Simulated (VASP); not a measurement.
# Ba (Im-3m) in VASP: settings compared

The runs below take Ba through single point, with r2SCAN, PBE.

Program: VASP 6.6.1. These are calculated values, not measurements. Logs are shortened: lines on timing, memory, paths and dates and some standing lists are left out, and cuts for length are marked.

## 1. The cell of the first run

It takes space group Im-3m (No. 229, cubic). The conventional cell has a = 5.033 Å, b = 5.033 Å, c = 5.033 Å, α = 90.00°, β = 90.00°, γ = 90.00°. Ba (site symmetry m-3m) has 14 Ba at 4.36 to 5.03 Å within 5.7 Å.

## 2. Single point, r2SCAN

POSCAR reads:

```
Ba
1.0
   -2.5166888790      2.5166888790      2.5166888790
    2.5166888790     -2.5166888790      2.5166888790
    2.5166888790      2.5166888790     -2.5166888790
Ba
1
Direct
    0.0000000000      0.0000000000      0.0000000000
```

INCAR.step1 reads:

```
PREC = Accurate
ENCUT = 520
ISMEAR = 0
SIGMA = 0.05
LREAL = False
LASPH = True
NELM = 60
NBANDS = 11
GGA = PE
ALGO = Normal
EDIFF = 1E-4
LWAVE = True
LCHARG = False
```

INCAR.step2 reads:

```
PREC = Accurate
ENCUT = 520
EDIFF = 1E-7
ISMEAR = 0
SIGMA = 0.05
LREAL = False
LASPH = True
NELM = 60
ALGO = Normal
ISIF = 2
LWAVE = False
LCHARG = False
METAGGA = R2SCAN
LMIXTAU = True
NBANDS = 11
ISTART = 1
```

KPOINTS reads:

```
regular mesh
0
Gamma
  12 12 12
```

Potentials or basis: VASP PAW PBE potentials, release 64 (Ba_sv).

The run is started by

```sh
$ cat potpaw_PBE.64/Ba_sv/POTCAR > POTCAR
$ cp INCAR.step1 INCAR
$ mpirun -np 1 vasp_std > vasp.out
$ cp INCAR.step2 INCAR
$ mpirun -np 1 vasp_std > vasp.out
```

OUTCAR:

```text
PREC = Accurate
   ENCUT = 520
   EDIFF = 1E-7
   ISMEAR = 0
   LREAL = False
   LASPH = True
   NELM = 60
   ISIF = 2
   METAGGA = R2SCAN
   ISTART = 1

 ion  position               nearest neighbor table
   1  0.000  0.000  0.000-

  LATTYP: Found a body centered cubic cell.
 ALAT       =     5.0333777580

  Lattice vectors:

 A1 = (  -2.5166888790,   2.5166888790,   2.5166888790)
 A2 = (   2.5166888790,  -2.5166888790,   2.5166888790)
 A3 = (   2.5166888790,   2.5166888790,  -2.5166888790)

Analysis of symmetry for initial positions (statically):
=====================================================================
 Subroutine PRICEL returns:
 Original cell was already a primitive cell.

 Routine SETGRP: Setting up the symmetry group for a
 body centered cubic supercell.

 Subroutine GETGRP returns: Found 48 space group operations
 (whereof 48 operations were pure point group operations)
 out of a pool of 48 trial point group operations.

The static configuration has the point symmetry O_h .

Analysis of symmetry for dynamics (positions and initial velocities):
=====================================================================
 Subroutine PRICEL returns:
 Original cell was already a primitive cell.

 Routine SETGRP: Setting up the symmetry group for a
 body centered cubic supercell.

 Subroutine GETGRP returns: Found 48 space group operations
 (whereof 48 operations were pure point group operations)
 out of a pool of 48 trial point group operations.

The dynamic configuration has the point symmetry O_h .

 Subroutine INISYM returns: Found 48 space group operations
 (whereof 48 operations are pure point group operations),
 and found     1 'primitive' translations

----------------------------------------------------------------------------------------

                                     Primitive cell

  volume of cell :      63.7600

  direct lattice vectors                    reciprocal lattice vectors
    -2.516688879  2.516688879  2.516688879     0.000000000  0.198673743  0.198673743
     2.516688879 -2.516688879  2.516688879     0.198673743  0.000000000  0.198673743
     2.516688879  2.516688879 -2.516688879     0.198673743  0.198673743  0.000000000

  length of vectors
     4.359033005  4.359033005  4.359033005     0.280967102  0.280967102  0.280967102

  position of ions in fractional coordinates (direct lattice)
     0.000000000  0.000000000  0.000000000

  ion indices of the primitive-cell ions
   primitive index   ion index
                 1           1

----------------------------------------------------------------------------------------

 KPOINTS: regular mesh

Automatic generation of k-mesh.
 Grid dimensions read from file:
 generate k-points for:   12   12   12

 Generating k-lattice:

  Cartesian coordinates                     Fractional coordinates (reciprocal lattice)
     0.000000000  0.016556145  0.016556145     0.083333333  0.000000000  0.000000000
     0.016556145  0.000000000  0.016556145     0.000000000  0.083333333  0.000000000
     0.016556145  0.016556145  0.000000000     0.000000000  0.000000000  0.083333333

  Length of vectors
     0.023413925  0.023413925  0.023413925

  Shift w.r.t. Gamma in fractional coordinates (k-lattice)
     0.000000000  0.000000000  0.000000000

 Subroutine IBZKPT returns following result:
 ===========================================

 Found     72 irreducible k-points:

 Following reciprocal coordinates:
            Coordinates               Weight
  0.000000  0.000000  0.000000      1.000000
  0.083333  0.000000  0.000000     12.000000
  0.166667  0.000000  0.000000     12.000000
  0.250000  0.000000  0.000000     12.000000
  0.333333  0.000000  0.000000     12.000000
  0.416667  0.000000  0.000000     12.000000
[... 16 lines left out ...]
  0.333333  0.083333  0.083333     24.000000
  0.416667  0.083333  0.083333     12.000000
 [... further k-points ...]
   k-points           NKPTS =     72   k-points in BZ     NKDIM =     72   number of bands    NBANDS=     11
   number of dos      NEDOS =    301   number of ions     NIONS =      1
   total plane-waves  NPLWV =  32768
   dimension x,y,z NGX =    32 NGY =   32 NGZ =   32
   dimension x,y,z NGXF=    64 NGYF=   64 NGZF=   64
   ions per type =               1
   NGX,Y,Z   is equivalent  to a cutoff of  12.20, 12.20, 12.20 a.u.
   NGXF,Y,Z  is equivalent  to a cutoff of  24.41, 24.41, 24.41 a.u.
 SYSTEM =  unknown system
   PREC   = accura    normal or accurate (medium, high low for compatibility)
   ISTART =      1    job   : 0-new  1-cont  2-samecut
   ICHARG =      0    charge: 1-file 2-atom 10-const
   ISPIN  =      1    spin polarized calculation?
   LNONCOLLINEAR =      F non collinear calculations
   LSORBIT =      F    spin-orbit coupling
   LASPH  =      T    aspherical Exc in radial PAW
   ENCUT  =  520.0 eV  38.22 Ry    6.18 a.u.   8.10  8.10  8.10*2*pi/ulx,y,z
   NELM   =     60;   NELMIN=  2; NELMDL=  0     # of ELM steps
   EDIFF  = 0.1E-06   stopping-criterion for ELM
   LREAL  =      F    real-space projection
   EDIFFG = 0.1E-05   stopping-criterion for IOM
   NSW    =      0    number of steps for IOM
   IBRION =     -1    ionic relax: 0-MD 1-quasi-New 2-CG
   NFREE  =      0    steps in history (QN), initial steepest desc. (CG)
   ISIF   =      2    stress and relaxation
   ISYM   =      2    0-nonsym 1-usesym 2-fastsym
   POTIM  = 0.5000    time-step for ionic-motion
   TEBEG  =    0.0;   TEEND  =   0.0 temperature during run
   PSTRESS=    0.0 pullay stress
   NELECT =      10.0000    total number of electrons
   NUPDOWN=      -1.0000    fix difference up-down
   EMIN   =  10.00;   EMAX   =-10.00  energy-range for DOS
   EFERMI =   0.00;   METHOD = LEGACY
   ISMEAR =     0;   SIGMA  =   0.05  broadening in eV -4-tet -1-fermi 0-gaus
   EFERMI_NEDOS =   21; number of points for ismear=-14 and -15
   IALGO  =     38    algorithm
   IMIX   =      4    mixing-type and parameters
     AMIX     =   0.40;   BMIX     =  1.00
     AMIX_MAG =   1.60;   BMIX_MAG =  1.00
  volume/ion in A,a.u.               =      63.76       430.27
  Fermi-wavevector in a.u.,A,eV,Ry     =   0.882860  1.668364 10.604956  0.779442
  Thomas-Fermi vector in A             =   2.003549
   LORBIT       =      0    0 simple, 1 ext, 2 COOP (PROOUT), +10 PAW based schemes
   METAGGA = R2SCAN    functional components
   LHFCALC =     F    Hartree Fock is set to
   AEXX    =    0.0000 exact exchange contribution
   IVDW    =     0    specifies the selected vdW correction
   LEPSILON=     F    determine dielectric tensor
   LRPA    =     F    only Hartree local field effects (RPA)
 non-spin polarized calculation
 Gauss-broadening in eV      SIGMA  =   0.05
  energy-cutoff  :      520.00
  volume of cell :       63.76
 maximum number of plane-waves:      1737
   NGX = 17   NGY = 17   NGZ = 17

 number of electron      10.0000001 magnetization

 Free energy of the ion-electron system (eV)
  ---------------------------------------------------
  ext. energy  EPLUGINS =         0.00000000
  ---------------------------------------------------
  free energy    TOTEN  =       -26.43300152 eV

  energy without entropy =      -26.43159611  energy(sigma->0) =      -26.43229882

 E-fermi :   1.6744     XC(G=0):  -7.7892

 val. band max:        1.6558165791   @ k =   0.2500   0.2500   0.0833
 cond. band min:       1.6906685814   @ k =   0.2500   0.1667   0.1667
 fundamental gap:      0.0348520023
 Fermi energy:         1.6743829844

 k-point     1 :       0.0000    0.0000    0.0000
  band No.  band energies     occupation
      1     -28.2488      2.00000
      2     -12.7867      2.00000
      3     -12.7867      2.00000
      4     -12.7867      2.00000
      5      -1.1912      2.00000
      6       3.8109      0.00000
      7       3.8109      0.00000
      8       3.8109      0.00000
      9       5.1471      0.00000
     10       5.1471      0.00000
     11       8.9430      0.00000

 k-point     2 :       0.0833    0.0000    0.0000
  band No.  band energies     occupation
      1     -28.2459      2.00000
      2     -12.8196      2.00000
      3     -12.7964      2.00000
      4     -12.7870      2.00000
      5      -1.0564      2.00000
      6       3.6923      0.00000
      7       3.7378      0.00000
      8       3.9451      0.00000
      9       4.9619      0.00000
     10       5.1361      0.00000
     11       9.1008      0.00000

 k-point     3 :       0.1667    0.0000    0.0000
  band No.  band energies     occupation
      1     -28.2378      2.00000
      2     -12.9078      2.00000
      3     -12.8229      2.00000
      4     -12.7879      2.00000
      5      -0.6771      2.00000
      6       3.4082      0.00000
      7       3.4206      0.00000
      8       4.3408      0.00000
      9       4.8155      0.00000
     10       5.1353      0.00000
     11       9.4134      0.00000

 k-point     4 :       0.2500    0.0000    0.0000
  band No.  band energies     occupation
      1     -28.2266      2.00000
      2     -13.0242      2.00000
      3     -12.8587      2.00000
      4     -12.7891      2.00000
      5      -0.1349      2.00000
      6       2.9703      0.00000
      7       3.0852      0.00000
      8       4.9375      0.00000
      9       4.9757      0.00000
     10       5.2037      0.00000
     11       9.2759      0.00000

 k-point     5 :       0.3333    0.0000    0.0000
  band No.  band energies     occupation
      1     -28.2155      2.00000
      2     -13.1364      2.00000
      3     -12.8939      2.00000
      4     -12.7904      2.00000
      5       0.4086      2.00000
      6       2.6943      0.00000
      7       2.8117      0.00000
      8       5.1346      0.00000
      9       5.3739      0.00000
     10       5.8021      0.00000
     11       8.5608      0.00000
[... 211 lines left out ...]
 k-point    21 :       0.1667    0.0833    0.0833
  band No.  band energies     occupation
      1     -28.2233      2.00000
      2     -13.0568      2.00000
      3     -12.8504      2.00000
      4     -12.8139      2.00000
      5       0.0928      2.00000
      6       2.7921      0.00000
      7       2.8672      0.00000
      8       5.0651      0.00000
      9       5.2744      0.00000
     10       5.4261      0.00000
     11       9.6259      0.00000

 k-point    22 :       0.2500    0.0833    0.0833
  band No.  band energies     occupation
      1     -28.2134      2.00000
      2     -13.1388      2.00000
      3     -12.8987      2.00000
      4     -12.8177      2.00000
      5       0.6559      2.00000
      6       2.5418      0.00000
      7       2.6385      0.00000
      8       5.2253      0.00000
      9       5.4840      0.00000
     10       6.2207      0.00000
     11       8.9026      0.00000

 k-point    23 :       0.3333    0.0833    0.0833
  band No.  band energies     occupation
      1     -28.2062      2.00000
      2     -13.1945      2.00000
      3     -12.9367      2.00000
      4     -12.8206      2.00000
      5       1.0127      2.00000
      6       2.4987      0.00000
      7       2.5884      0.00000
      8       5.3291      0.00000
      9       5.6827      0.00000
     10       6.9877      0.00000
     11       8.2533      0.00000

 k-point    24 :       0.4167    0.0833    0.0833
  band No.  band energies     occupation
      1     -28.2035      2.00000
      2     -13.2141      2.00000
      3     -12.9510      2.00000
      4     -12.8216      2.00000
      5       1.0992      2.00000
      6       2.4518      0.00000
      7       2.7150      0.00000
      8       5.3231      0.00000
      9       5.7809      0.00000
     10       7.4508      0.00000
     11       7.8731      0.00000

 [... further k-points ...]
[... 5 lines left out ...]
  --------------------------------------------------------------------------------------
  -------------------------------------------------------------------------------------
  Total        0.0934626      0.0934626      0.0934626      0.0000000      0.0000000      0.0000000
  in kB        2.3485496      2.3485496      2.3485496      0.0000000      0.0000000      0.0000000
  external PRESSURE =       2.3485496 kB  Pullay stress =       0.0000000 kB

 VOLUME and BASIS-vectors are now :
 -----------------------------------------------------------------------------
  energy-cutoff  :      520.00
  volume of cell :       63.76
      direct lattice vectors                 reciprocal lattice vectors
    -2.516688879  2.516688879  2.516688879     0.000000000  0.198673743  0.198673743
     2.516688879 -2.516688879  2.516688879     0.198673743  0.000000000  0.198673743
     2.516688879  2.516688879 -2.516688879     0.198673743  0.198673743  0.000000000

 POSITION                                       TOTAL-FORCE (eV/Angst)
 -----------------------------------------------------------------------------------
      0.00000      0.00000      0.00000         0.000000      0.000000      0.000000
 -----------------------------------------------------------------------------------
    total drift:                                0.000000      0.000000     -0.000000

  FREE ENERGIE OF THE ION-ELECTRON SYSTEM (eV)
  ---------------------------------------------------
  free  energy   TOTEN  =       -26.4330015239 eV

  energy  without entropy=      -26.4315961107  energy(sigma->0) =      -26.43229882
```

It took 1.7 min on 1 thread of Intel Xeon 6975P-C (Granite Rapids), shared host; peak memory 0.21 GiB.

What came out:

```yaml
Free_energy: -26.4330 eV
Pressure: 0.2 GPa
Band_gap_on_the_k_mesh: zero (band 5 reaches 2.25 eV, above the bottom of band 6 at 1.08 eV)
```

Levels at points of the mesh, in eV from the Fermi level:
| k point | band 3 | band 4 | band 5 | band 6 | band 7 | band 8 |
| --- | --- | --- | --- | --- | --- | --- |
| (0.00, 0.00, 0.00) | -14.46 | -14.46 | -2.87 | 2.14 | 2.14 | 2.14 |
| (0.50, 0.00, 0.00) | -14.60 | -14.47 | -0.86 | 0.90 | 1.19 | 3.52 |
| (0.50, 0.50, 0.50) | -14.77 | -14.77 | -0.59 | -0.59 | 4.65 | 4.65 |

Caveat: the PAW data sets were made with another functional, which shifts forces and pressure a little; spin-orbit coupling is left out, which moves the levels of the heavy elements.

## 3. Single point, r2SCAN

This run uses another cell than the first one, of 65.27 Å³/atom, 1.024 times its volume.

POSCAR reads:

```
Ba
1.0
   -2.5363766423      2.5363766423      2.5363766423
    2.5363766423     -2.5363766423      2.5363766423
    2.5363766423      2.5363766423     -2.5363766423
Ba
1
Direct
    0.0000000000      0.0000000000      0.0000000000
```

INCAR.step1 reads:

```
  ALGO = Normal
  EDIFF = 1E-4
  ENCUT = 520
  GGA = PE
  ISMEAR = 0
  LASPH = T
  LCHARG = F
  LREAL = F
  LWAVE = T
  NBANDS = 11
  NELM = 80
  PREC = Accurate
  SIGMA = 0.05
```

INCAR.step2 reads:

```
  ALGO = Normal
  EDIFF = 1E-7
  ENCUT = 520
  ISIF = 2
  ISMEAR = 0
  ISTART = 1
  LASPH = T
  LCHARG = F
  LMIXTAU = T
  LREAL = F
  LWAVE = F
  METAGGA = R2SCAN
  NBANDS = 11
  NELM = 80
  PREC = Accurate
  SIGMA = 0.05
```

KPOINTS reads:

```
k-points
0
Gamma
  12 12 12
```

Potentials or basis: VASP PAW PBE potentials, release 64 (Ba_sv).

The run is started by

```sh
$ cat potpaw_PBE.64/Ba_sv/POTCAR > POTCAR
$ cp INCAR.step1 INCAR
$ mpirun -np 1 vasp_std > vasp.out
$ cp INCAR.step2 INCAR
$ mpirun -np 1 vasp_std > vasp.out
```

It took 2.9 min on 1 thread of Intel Xeon 6975P-C (Granite Rapids), shared host; peak memory 0.23 GiB.

Results (log left out):

| Property | Result |
| --- | --- |
| Free energy | -26.4343 eV |
| Pressure | 0.0 GPa |
| Band gap on the k mesh | zero (band 5 reaches 2.15 eV, above the bottom of band 6 at 1.04 eV) |

Levels at points of the mesh, in eV from the Fermi level:
```
           k point  band 1  band 2  band 3  band 4  band 5  band 6  band 7  band 8  band 9  band 10
(0.00, 0.00, 0.00)  -29.96  -14.51  -14.51  -14.51   -2.85    2.11    2.11    2.11    3.43     3.43
(0.50, 0.00, 0.00)  -29.92  -14.93  -14.64  -14.51   -0.84    0.91    1.12    3.46    4.01     5.40
(0.50, 0.50, 0.50)  -29.89  -14.80  -14.80  -14.80   -0.55   -0.55    4.54    4.54    4.54     4.93
```

Caveat: the PAW data sets were made with another functional, which shifts forces and pressure a little; spin-orbit coupling is left out, which moves the levels of the heavy elements.

## 4. Single point, r2SCAN

This run uses another cell than the first one, of 65.27 Å³/atom, 1.024 times its volume.

POSCAR is that of step 3.

INCAR.step1 reads:

```
SYSTEM = Ba
PREC = Accurate ; ENCUT = 520
ISMEAR = 0 ; SIGMA = 0.05
LREAL = .False. ; LASPH = .True.
NELM = 100 ; NBANDS = 11
GGA = PE ; ALGO = Normal
EDIFF = 1E-4 ; LWAVE = .True.
LCHARG = .False.
```

INCAR.step2 reads:

```
SYSTEM = Ba
PREC = Accurate ; ENCUT = 520
EDIFF = 1E-6 ; ISMEAR = 0
SIGMA = 0.05 ; LREAL = .False.
LASPH = .True. ; NELM = 100
ALGO = Normal ; ISIF = 2
LWAVE = .False. ; LCHARG = .True.
METAGGA = R2SCAN ; LMIXTAU = .True.
LELF = .True. ; LVHAR = .True.
NBANDS = 11 ; ISTART = 1
```

KPOINTS reads:

```
regular mesh
0
Gamma
  12 12 12
  0 0 0
```

The run is started by

```sh
$ cat potpaw_PBE.64/Ba_sv/POTCAR > POTCAR
$ cp INCAR.step1 INCAR
$ mpirun -np 1 vasp_std > vasp.out
$ cp INCAR.step2 INCAR
$ mpirun -np 1 vasp_std > vasp.out
```

It took 2.6 min on 1 thread of Intel Xeon 6975P-C (Granite Rapids), shared host; peak memory 0.24 GiB.

It converged, with:

* Free energy: -26.4343 eV
* Pressure: 0.0 GPa
* Band gap on the k mesh: zero (band 5 reaches 2.15 eV, above the bottom of band 6 at 1.04 eV)

Levels at points of the mesh, in eV from the Fermi level:
| k point | band 1 | band 2 | band 3 | band 4 | band 5 | band 6 | band 7 | band 8 | band 9 | band 10 |
| --- | --- | --- | --- | --- | --- | --- | --- | --- | --- | --- |
| (0.00, 0.00, 0.00) | -29.96 | -14.51 | -14.51 | -14.51 | -2.85 | 2.11 | 2.11 | 2.11 | 3.43 | 3.43 |
| (0.50, 0.00, 0.00) | -29.92 | -14.93 | -14.64 | -14.51 | -0.84 | 0.91 | 1.12 | 3.46 | 4.01 | 5.40 |
| (0.50, 0.50, 0.50) | -29.89 | -14.80 | -14.80 | -14.80 | -0.55 | -0.55 | 4.54 | 4.54 | 4.54 | 4.93 |

Caveat: the PAW data sets were made with another functional, which shifts forces and pressure a little; spin-orbit coupling is left out, which moves the levels of the heavy elements.

## 5. Single point, PBE

This run uses another cell than the first one, of 63.51 Å³/atom, 0.996 times its volume.

INCAR reads:

```
  PREC = Accurate
  ENCUT = 500
  EDIFF = 1E-6
  ISMEAR = 0
  SIGMA = 0.05
  LREAL = False
  LASPH = True
  NELM = 120
  ALGO = Normal
  ISIF = 2
  LWAVE = False
  LCHARG = True
  GGA = PE
  LELF = True
  LVHAR = True
  NBANDS = 11
  GGA_COMPAT = False
```

KPOINTS reads:

```
Automatic mesh
0
Gamma
  6 6 6
```

POSCAR reads:

```
Ba
1.0
   -2.5133422143      2.5133422143      2.5133422143
    2.5133422143     -2.5133422143      2.5133422143
    2.5133422143      2.5133422143     -2.5133422143
Ba
1
Direct
    0.0000000000      0.0000000000      0.0000000000
```

The run is started by

```sh
$ cat potpaw_PBE.64/Ba_sv/POTCAR > POTCAR
$ mpirun -np 1 vasp_std > vasp.out
```

Wall time 12 s (1 thread of Intel Xeon 8259CL, shared host); peak memory 0.17 GiB.

It converged, with:

```
Free energy            : -1.9009 eV
Pressure               : 0.1 GPa
Band gap on the k mesh : zero (band 5 reaches 1.72 eV, above the bottom of band 6 at 1.08 eV)
```

Levels at points of the mesh, in eV from the Fermi level:
```
           k point  band 3  band 4  band 5  band 6  band 7  band 8
(0.00, 0.00, 0.00)  -13.90  -13.90   -2.79    1.78    1.78    1.78
(0.50, 0.00, 0.00)  -14.04  -13.90   -0.93    0.65    1.19    3.14
(0.50, 0.50, 0.50)  -14.21  -14.21   -0.57   -0.57    4.28    4.28
```

Caveat: spin-orbit coupling is left out, which moves the levels of the heavy elements.

## 6. Summary

| level | cell | k mesh | cutoff (eV) | gap on the mesh (eV) | pressure (GPa) |
| --- | --- | --- | --- | --- | --- |
| r2SCAN | a = 4.359 Å, angles 109.5°, 1 atom | 12 × 12 × 12 | 520 | none | 0.2 |
| r2SCAN | a = 4.393 Å, angles 109.5°, 1 atom | 12 × 12 × 12 | 520 | none | 0.0 |
| PBE | a = 4.353 Å, angles 109.5°, 1 atom | 6 × 6 × 6 | 500 | none | 0.1 |

Alike in all rows: task single point; potentials or basis VASP PAW PBE potentials, release 64 (Ba_sv); no spin polarisation; smearing gaussian 0.05 eV.

Caveats: spin-orbit coupling is left out, which moves the levels of the heavy elements; the PAW data sets were made with another functional, which shifts forces and pressure a little (some runs).

Total energies depend on the potentials used, so only differences within one code and one set of settings carry meaning.
